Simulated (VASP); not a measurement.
**InP3: single point with PBEsol**

Crystal: InP3.

```
In P
1.0
     3.71499    2.14485    3.42695
    -3.71499    2.14485    3.42695
     0.00000   -4.28970    3.42695
In P
2 6
Cartesian
  0.0000 0.0000 2.8095
  0.0000 0.0000 7.4713
  2.0563 -1.1872 6.2734
  0.0000 2.3744 6.2734
  -2.0563 -1.1872 6.2734
  -2.0563 1.1872 4.0074
  2.0563 1.1872 4.0074
  0.0000 -2.3744 4.0074
```

This cell differs from its parent crystal: strain +0.0450 x Voigt [0, 0, 1, 0, 0, 0].

* Program: VASP 6.6.1
* Task: single point
* Functional: PBEsol
* Potentials or basis: VASP PAW PBE potentials, release 64 (In_d, P)
* Cutoff: 520 eV
* k mesh: 6 × 6 × 6
* Occupations: gaussian, width 0.15 eV
* Spin: no spin polarisation
* Dipole correction: no
* Further INCAR settings: ALGO = Normal; EDIFF = 1e-07; NBANDS = 38

- Pressure: -2.8 GPa
- Largest force: 0.462 eV/Å
- Band gap on the k mesh: zero (band 28 reaches 6.50 eV, above the bottom of band 29 at 5.82 eV)

Forces in eV/Å, atoms in the order of the input:
```
In   0.000  0.000  0.019
In   0.000  0.000 -0.019
P    0.106 -0.061  0.446
P    0.000  0.122  0.446
P   -0.106 -0.061  0.446
P   -0.106  0.061 -0.446
P    0.106  0.061 -0.446
P    0.000 -0.122 -0.446
```

Stress tensor (GPa, compression positive):
```
-1.87  0.00  0.00
 0.00 -1.87  0.00
 0.00  0.00 -4.65
```

Levels at points of the mesh, in eV from the Fermi level:
| k point | band 25 | band 26 | band 27 | band 28 | band 29 | band 30 | band 31 | band 32 |
| --- | --- | --- | --- | --- | --- | --- | --- | --- |
| (0.00, 0.00, 0.00) | -2.11 | -2.11 | -0.66 | -0.56 | -0.56 | -0.55 | 2.14 | 2.41 |
| (0.50, 0.00, 0.00) | -2.37 | -1.30 | -1.23 | -1.19 | 0.37 | 2.50 | 2.52 | 2.93 |
| (0.50, 0.50, 0.00) | -1.48 | -0.91 | -0.66 | 0.04 | 1.32 | 1.40 | 1.96 | 2.38 |
| (0.50, 0.50, 0.50) | 0.09 | 0.09 | 0.12 | 0.12 | 1.55 | 1.55 | 1.58 | 1.58 |

Run time: 3.7 min on 1 thread of Intel(R) Xeon(R) Platinum 8259CL CPU @ 2.50GHz (Skylake/Cascade Lake), with other jobs on the host, peak memory 0.34 GiB.

Caveat: the cell differs from its parent crystal (strain +0.0450 x Voigt [0, 0, 1, 0, 0, 0]); the PAW data sets were made with another functional, which shifts forces and pressure a little; spin-orbit coupling is left out, which moves the levels of the heavy elements.
